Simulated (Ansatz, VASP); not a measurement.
Two plane-wave programs on CaYI3

```
Ca Y I
1.0
     8.43279    0.00000    0.00000
    -4.21640    7.30301    0.00000
     0.00000    0.00000    7.02500
Ca Y I
2 2 6
Direct
  0.33333 0.66667 0.75000
  0.66667 0.33333 0.25000
  0.00000 0.00000 0.00000
  0.00000 0.00000 0.50000
  0.82749 0.65497 0.75000
  0.34503 0.17251 0.75000
  0.82749 0.17251 0.75000
  0.17251 0.34503 0.25000
  0.65497 0.82749 0.25000
  0.17251 0.82749 0.25000
```

Alike in both runs: task single point; functional PBE; k mesh 6 × 6 × 6; occupations gaussian, width 0.1 eV; no spin polarisation.

|  | VASP | Ansatz |
| --- | --- | --- |
| version | VASP 6.6.1 | Ansatz 0.2.0 |
| potentials or method | VASP PAW PBE potentials, release 64 (Ca_sv, Y_sv, I), cutoff 520 eV | scalar-relativistic, plane waves, PAW |
| valence electrons in the cell | 84 | 144 |

```tsv
	VASP	Ansatz	Ansatz less VASP
gap on the k mesh at the Fermi level (eV)	none	none	-
pressure (GPa)	0.0	0.0	+0.01
```

A gap of «none» marks a metal or a gap that the smearing closes. VASP's potentials hold 84 valence electrons a cell and Ansatz's 144, so a difference there can come from the potentials and not from the codes. Ansatz's warnings: k point list ram cut.

Neither program's run includes spin-orbit coupling.
